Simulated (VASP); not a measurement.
# Cu (P6_3/mmc) in VASP: further runs

Runs on Cu. Level: PBE. Tasks: single point, relaxation of cell and atoms.

Everything below comes from runs of VASP 6.6.1. Logs are shortened: lines on timing, memory, paths and dates and some standing lists are left out, and cuts for length are marked.

## (1) The cell of the first run

It takes space group P6_3/mmc (No. 194, hexagonal). The conventional cell has a = 2.586 Å, b = 2.586 Å, c = 8.449 Å, α = 90.00°, β = 90.00°, γ = 120.00°. Cu (site symmetry -3m) has 12 Cu at 2.59 Å within 3.4 Å. Within 3.4 Å of Cu (site symmetry -6m2) lie 12 Cu at 2.59 Å.

This isn't the form of Cu at room conditions, which is fcc.

## (2) Single point, PBE

INCAR reads:

```
SYSTEM = Cu
PREC = Accurate
ENCUT = 520
EDIFF = 1E-6
ISMEAR = 0
SIGMA = 0.1
LREAL = .False.
LASPH = .True.
NELM = 80
ALGO = Fast
ISIF = 2
LWAVE = .False.
LCHARG = .True.
GGA = PE
LELF = .True.
LVHAR = .True.
NBANDS = 30
```

KPOINTS reads:

```
regular mesh
0
Gamma
  18 18 6
  0 0 0
```

POSCAR reads:

```
Cu
1.0
    2.5864850130      0.0000000000      0.0000000000
   -1.2932425065      2.2399617278      0.0000000000
    0.0000000000      0.0000000000      8.4494658405
Cu
4
Direct
    0.0000000000      0.0000000000      0.0000000000
    0.3333333333      0.6666666667      0.2500000000
    0.0000000000      0.0000000000      0.5000000000
    0.6666666667      0.3333333333      0.7500000000
```

Potentials or basis: VASP PAW PBE potentials, release 64 (Cu).

Run with:

```bash
cat potpaw_PBE.64/Cu/POTCAR > POTCAR
mpirun -np 1 vasp_std > vasp.out
```

OUTCAR:

```text
SYSTEM = Cu
   PREC = Accurate
   ENCUT = 520
   EDIFF = 1E-6
   ISMEAR = 0
   LREAL = .False.
   LASPH = .True.
   NELM = 80
   ISIF = 2
   GGA = PE

 ion  position               nearest neighbor table
   1  0.000  0.000  0.000-   2 2.59   4 2.59   4 2.59   2 2.59   4 2.59   2 2.59
   2  0.333  0.667  0.250-   1 2.59   3 2.59   1 2.59   3 2.59   1 2.59   3 2.59
   3  0.000  0.000  0.500-   2 2.59   4 2.59   4 2.59   2 2.59   4 2.59   2 2.59
   4  0.667  0.333  0.750-   1 2.59   3 2.59   1 2.59   3 2.59   1 2.59   3 2.59

  LATTYP: Found a hexagonal cell.
 ALAT       =     2.5864850130
 C/A-ratio  =     3.2667754880

  Lattice vectors:

 A1 = (   2.5864850130,   0.0000000000,   0.0000000000)
 A2 = (  -1.2932425065,   2.2399617278,   0.0000000000)
 A3 = (   0.0000000000,   0.0000000000,   8.4494658405)

Analysis of symmetry for initial positions (statically):
=====================================================================
 Subroutine PRICEL returns:
 Original cell was already a primitive cell.

 Routine SETGRP: Setting up the symmetry group for a
 hexagonal supercell.

 Subroutine GETGRP returns: Found 24 space group operations
 (whereof 12 operations were pure point group operations)
 out of a pool of 24 trial point group operations.

The static configuration has the point symmetry D_3d.
 The point group associated with its full space group is D_6h.

Analysis of symmetry for dynamics (positions and initial velocities):
=====================================================================
 Subroutine PRICEL returns:
 Original cell was already a primitive cell.

 Routine SETGRP: Setting up the symmetry group for a
 hexagonal supercell.

 Subroutine GETGRP returns: Found 24 space group operations
 (whereof 12 operations were pure point group operations)
 out of a pool of 24 trial point group operations.

The dynamic configuration has the point symmetry D_3d.
 The point group associated with its full space group is D_6h.

 Subroutine INISYM returns: Found 24 space group operations
 (whereof 12 operations are pure point group operations),
 and found     1 'primitive' translations

----------------------------------------------------------------------------------------

                                     Primitive cell

  volume of cell :      48.9531

  direct lattice vectors                    reciprocal lattice vectors
     2.586485013  0.000000000  0.000000000     0.386625090  0.223218100  0.000000000
    -1.293242506  2.239961728  0.000000000     0.000000000  0.446436199  0.000000000
     0.000000000  0.000000000  8.449465841     0.000000000  0.000000000  0.118350677

  length of vectors
     2.586485013  2.586485013  8.449465841     0.446436199  0.446436199  0.118350677

  position of ions in fractional coordinates (direct lattice)
     0.000000000  0.000000000  0.000000000
     0.333333333  0.666666667  0.250000000
     0.000000000  0.000000000  0.500000000
     0.666666667  0.333333333  0.750000000

  ion indices of the primitive-cell ions
   primitive index   ion index
                 1           1
                 2           2
                 3           3
                 4           4

----------------------------------------------------------------------------------------

 KPOINTS: regular mesh

Automatic generation of k-mesh.
 Grid dimensions read from file:
 generate k-points for:   18   18    6

 Generating k-lattice:

  Cartesian coordinates                     Fractional coordinates (reciprocal lattice)
     0.021479172  0.012401006  0.000000000     0.055555556  0.000000000  0.000000000
     0.000000000  0.024802011  0.000000000     0.000000000  0.055555556  0.000000000
     0.000000000  0.000000000  0.019725113     0.000000000  0.000000000  0.166666667

  Length of vectors
     0.024802011  0.024802011  0.019725113

  Shift w.r.t. Gamma in fractional coordinates (k-lattice)
     0.000000000  0.000000000  0.000000000

 Subroutine IBZKPT returns following result:
 ===========================================

 Found    148 irreducible k-points:

 Following reciprocal coordinates:
            Coordinates               Weight
  0.000000  0.000000  0.000000      1.000000
  0.055556  0.000000  0.000000      6.000000
  0.111111  0.000000  0.000000      6.000000
  0.166667 -0.000000  0.000000      6.000000
  0.222222 -0.000000  0.000000      6.000000
  0.277778 -0.000000  0.000000      6.000000
[... 16 lines left out ...]
  0.333333  0.111111  0.000000     12.000000
  0.388889  0.111111  0.000000     12.000000
 [... further k-points ...]
   k-points           NKPTS =    148   k-points in BZ     NKDIM =    148   number of bands    NBANDS=     30
   number of dos      NEDOS =    301   number of ions     NIONS =      4
   total plane-waves  NPLWV =  25600
   dimension x,y,z NGX =    20 NGY =   20 NGZ =   64
   dimension x,y,z NGXF=    40 NGYF=   40 NGZF=  128
   ions per type =               4
   NGX,Y,Z   is equivalent  to a cutoff of  12.85, 12.85, 12.59 a.u.
   NGXF,Y,Z  is equivalent  to a cutoff of  25.71, 25.71, 25.18 a.u.
 SYSTEM =  Cu
   PREC   = accura    normal or accurate (medium, high low for compatibility)
   ISTART =      0    job   : 0-new  1-cont  2-samecut
   ICHARG =      2    charge: 1-file 2-atom 10-const
   ISPIN  =      1    spin polarized calculation?
   LNONCOLLINEAR =      F non collinear calculations
   LSORBIT =      F    spin-orbit coupling
   LASPH  =      T    aspherical Exc in radial PAW
   ENCUT  =  520.0 eV  38.22 Ry    6.18 a.u.   4.81  4.81 15.71*2*pi/ulx,y,z
   NELM   =     80;   NELMIN=  2; NELMDL= -5     # of ELM steps
   EDIFF  = 0.1E-05   stopping-criterion for ELM
   LREAL  =      F    real-space projection
   EDIFFG = 0.1E-04   stopping-criterion for IOM
   NSW    =      0    number of steps for IOM
   IBRION =     -1    ionic relax: 0-MD 1-quasi-New 2-CG
   NFREE  =      0    steps in history (QN), initial steepest desc. (CG)
   ISIF   =      2    stress and relaxation
   ISYM   =      2    0-nonsym 1-usesym 2-fastsym
   POTIM  = 0.5000    time-step for ionic-motion
   TEBEG  =    0.0;   TEEND  =   0.0 temperature during run
   PSTRESS=    0.0 pullay stress
   NELECT =      44.0000    total number of electrons
   NUPDOWN=      -1.0000    fix difference up-down
   EMIN   =  10.00;   EMAX   =-10.00  energy-range for DOS
   EFERMI =   0.00;   METHOD = LEGACY
   ISMEAR =     0;   SIGMA  =   0.10  broadening in eV -4-tet -1-fermi 0-gaus
   EFERMI_NEDOS =   21; number of points for ismear=-14 and -15
   IALGO  =     68    algorithm
   IMIX   =      4    mixing-type and parameters
     AMIX     =   0.40;   BMIX     =  1.00
     AMIX_MAG =   1.60;   BMIX_MAG =  1.00
  volume/ion in A,a.u.               =      12.24        82.59
  Fermi-wavevector in a.u.,A,eV,Ry     =   1.579910  2.985598 33.961731  2.496117
  Thomas-Fermi vector in A             =   2.680218
   LORBIT       =      0    0 simple, 1 ext, 2 COOP (PROOUT), +10 PAW based schemes
   GGA     = PE    functional components
   LHFCALC =     F    Hartree Fock is set to
   AEXX    =    0.0000 exact exchange contribution
   IVDW    =     0    specifies the selected vdW correction
   LEPSILON=     F    determine dielectric tensor
   LRPA    =     F    only Hartree local field effects (RPA)
 non-spin polarized calculation
 RMM-DIIS sequential band-by-band and
 Gauss-broadening in eV      SIGMA  =   0.10
  energy-cutoff  :      520.00
  volume of cell :       48.95
 maximum number of plane-waves:      1338
 NGX is ok and might be reduce to    20
   NGX =  9   NGY =  9   NGZ = 31

 number of electron      44.0000032 magnetization

 Free energy of the ion-electron system (eV)
  ---------------------------------------------------
  ext. energy  EPLUGINS =         0.00000000
  ---------------------------------------------------
  free energy    TOTEN  =       -14.89009915 eV

  energy without entropy =      -14.88300983  energy(sigma->0) =      -14.88655449

 E-fermi :   7.1080     XC(G=0): -12.5201

 val. band max:        7.1014274324   @ k =   0.2778   0.1667   0.0000
 cond. band min:       7.1118160977   @ k =   0.3889   0.0556   0.0000
 fundamental gap:      0.0103886653
 Fermi energy:         7.1080486246

 k-point     1 :       0.0000    0.0000    0.0000
  band No.  band energies     occupation
      1      -1.9310      2.00000
      2       0.1380      2.00000
      3       0.1462      2.00000
      4       2.2718      2.00000
      5       4.0030      2.00000
      6       4.0053      2.00000
[... 22 lines left out ...]
     29      28.4814      0.00000
     30      28.5672      0.00000

 k-point     2 :       0.0556    0.0000    0.0000
  band No.  band energies     occupation
      1      -1.8334      2.00000
      2       0.2257      2.00000
      3       0.2338      2.00000
      4       2.3293      2.00000
      5       3.9547      2.00000
      6       3.9823      2.00000
[... 22 lines left out ...]
     29      27.3867      0.00000
     30      27.7086      0.00000

 k-point     3 :       0.1111    0.0000    0.0000
  band No.  band energies     occupation
      1      -1.5435      2.00000
      2       0.4827      2.00000
      3       0.4905      2.00000
      4       2.4915      2.00000
      5       3.8469      2.00000
      6       3.9228      2.00000
[... 22 lines left out ...]
     29      25.5196      0.00000
     30      25.5402      0.00000

 k-point     4 :       0.1667   -0.0000    0.0000
  band No.  band energies     occupation
      1      -1.0699      2.00000
      2       0.8871      2.00000
      3       0.8945      2.00000
      4       2.7241      2.00000
      5       3.7284      2.00000
      6       3.8390      2.00000
[... 616 lines left out ...]
     29      18.4408      0.00000
     30      20.7515      0.00000

 k-point    23 :       0.3333    0.1111    0.0000
  band No.  band energies     occupation
      1       2.0828      2.00000
      2       2.5437      2.00000
      3       2.6246      2.00000
      4       3.0730      2.00000
      5       3.3483      2.00000
      6       3.4341      2.00000
[... 22 lines left out ...]
     29      17.8803      0.00000
     30      19.9418      0.00000

 k-point    24 :       0.3889    0.1111    0.0000
  band No.  band energies     occupation
      1       2.4156      2.00000
      2       2.5754      2.00000
      3       2.8166      2.00000
      4       3.0378      2.00000
      5       3.3409      2.00000
      6       3.3609      2.00000
[... 22 lines left out ...]
     29      17.4961      0.00000
     30      18.2549      0.00000

 [... further k-points ...]

------------------------ aborting loop because EDIFF is reached ----------------------------------------

  FORCE on cell =-STRESS in cart. coord.  units (eV):
  Direction    XX          YY          ZZ          XY          YZ          ZX
  --------------------------------------------------------------------------------------
  -------------------------------------------------------------------------------------
  Total       -0.7457884     -0.7457884     -0.7514244      0.0000000      0.0000000      0.0000000
  in kB      -24.4087970    -24.4087970    -24.5932589      0.0000000      0.0000000      0.0000000
  external PRESSURE =     -24.4702843 kB  Pullay stress =       0.0000000 kB

 VOLUME and BASIS-vectors are now :
 -----------------------------------------------------------------------------
  energy-cutoff  :      520.00
  volume of cell :       48.95
      direct lattice vectors                 reciprocal lattice vectors
     2.586485013  0.000000000  0.000000000     0.386625090  0.223218100  0.000000000
    -1.293242506  2.239961728  0.000000000     0.000000000  0.446436199  0.000000000
     0.000000000  0.000000000  8.449465841     0.000000000  0.000000000  0.118350677

 POSITION                                       TOTAL-FORCE (eV/Angst)
 -----------------------------------------------------------------------------------
      0.00000      0.00000      0.00000        -0.000000      0.000000      0.000000
     -0.00000      1.49331      2.11237        -0.000000     -0.000000     -0.000000
      0.00000      0.00000      4.22473        -0.000000      0.000000      0.000000
      1.29324      0.74665      6.33710         0.000000      0.000000      0.000000
 -----------------------------------------------------------------------------------
    total drift:                                0.000000     -0.000000      0.000000

  FREE ENERGIE OF THE ION-ELECTRON SYSTEM (eV)
  ---------------------------------------------------
  free  energy   TOTEN  =       -14.8900991481 eV

  energy  without entropy=      -14.8830098294  energy(sigma->0) =      -14.88655449
```

Run time: 2.7 min. Hardware: 1 thread of Intel Xeon Platinum 8488C (Sapphire Rapids), shared host; peak memory 0.27 GiB.

What came out:

```yaml
Free_energy: -14.8901 eV
Pressure: -2.4 GPa
Band_gap_on_the_k_mesh: zero (bands 22 and 23 overlap by 5.05 eV)
```

(Continued in part 2 of 2.)
